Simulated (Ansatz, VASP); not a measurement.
Sb in VASP and in Ansatz

The input INCAR:

```
ALGO = Normal ; EDIFF = 1E-6
ENCUT = 520 ; GGA = PE
ISIF = 2 ; ISMEAR = -1
LASPH = T ; LCHARG = F
LREAL = F ; LWAVE = F
NBANDS = 12 ; NELM = 100
PREC = Accurate ; SIGMA = 0.1
```

File KPOINTS:

```
k-points
0
Gamma
  4 4 4
```

File POSCAR:

```
Sb
1.0
    2.1879029667      1.2631863668      3.8431731385
   -2.1879029667      1.2631863668      3.8431731385
    0.0000000000     -2.5263727336      3.8431731385
Sb
2
Direct
    0.2326795448      0.2326795448      0.2326795448
    0.7673204552      0.7673204552      0.7673204552
```

Input for Ansatz:

```yaml
crystal:
  lattice:
    - [2.1879029667, 1.2631863668, 3.8431731385]
    - [-2.1879029667, 1.2631863668, 3.8431731385]
    - [0.0, -2.5263727336, 3.8431731385]
  atoms:
    - { symbol: Sb, position: [0.2326795448, 0.2326795448, 0.2326795448] }
    - { symbol: Sb, position: [0.7673204552, 0.7673204552, 0.7673204552] }
hamiltonian:
  xc: pbe
  pseudopotentials:
    kind: paw
    azcp:
      Sb: "pseudopotentials/Sb.paw.azcp"
basis:
  ecutwfc: 420
  fft_grid_basis: typed
kpoints:
  mp_grid: { grid: [4, 4, 4], shift: [0, 0, 0] }
magnetization:
  spin_polarized: false
scf:
  occupations: { method: fermi_dirac, width: 0.1 }
  lower_state_search: "off"
output:
  stress: true
```

Alike in both runs: task single point; functional PBE; k mesh 4 × 4 × 4; occupations fermi-dirac, width 0.1 eV; no spin polarisation.

|  | VASP | Ansatz |
| --- | --- | --- |
| version | VASP 6.6.1 | Ansatz 0.2.0 |
| potentials or method | VASP PAW PBE potentials, release 64 (Sb), cutoff 520 eV | plane waves (420 eV) with PAW, scalar-relativistic |
| valence electrons in the cell | 10 | 30 |

Ansatz gave:

- pressure (GPa): 0.0
- traceless stress, the component that is largest in VASP (GPa): -0.62

**Question.** What did VASP give for the same quantities?

**Answer.** Pressure (GPa): 0.0; traceless stress, the component that is largest in VASP (GPa): -0.65.

With one functional, cell and mesh, what is left measures potentials, basis and numerics. VASP's potentials hold 10 valence electrons a cell and Ansatz's 30, so a difference there can come from the potentials and not from the codes.

The k mesh is coarse, so the values compare programs but aren't converged. Spin-orbit coupling is off throughout.
